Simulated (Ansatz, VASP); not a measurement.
## Tl in VASP and in Ansatz

```
Tl
1.0
     0.00000    2.49880    2.49880
     2.49880    0.00000    2.49880
     2.49880    2.49880    0.00000
Tl
1
Cartesian
  0.0000 0.0000 0.0000
```

Change from the starting cell: volume scaled by 1.04.

Alike in both runs: task single point; functional PBE; k mesh 9 × 9 × 9; occupations fermi-dirac, width 0.05 eV; no spin polarisation.

```csv
,VASP,Ansatz
version,VASP 6.6.1,Ansatz 0.2.0
potentials or method,"VASP PAW PBE potentials, release 64 (Tl_d), cutoff 520 eV","all-electron LAPW, scalar-relativistic"
```

|  | VASP | Ansatz | Ansatz less VASP |
| --- | --- | --- | --- |
| gap on the k mesh at the Fermi level (eV) | none | none | - |
| pressure (GPa) | 0.0 | 0.0 | +0.07 |

A gap of «none» marks a metal or a gap that the smearing closes. Ansatz ran all-electron here, and VASP with PAW potentials.

Spin-orbit coupling is off throughout.
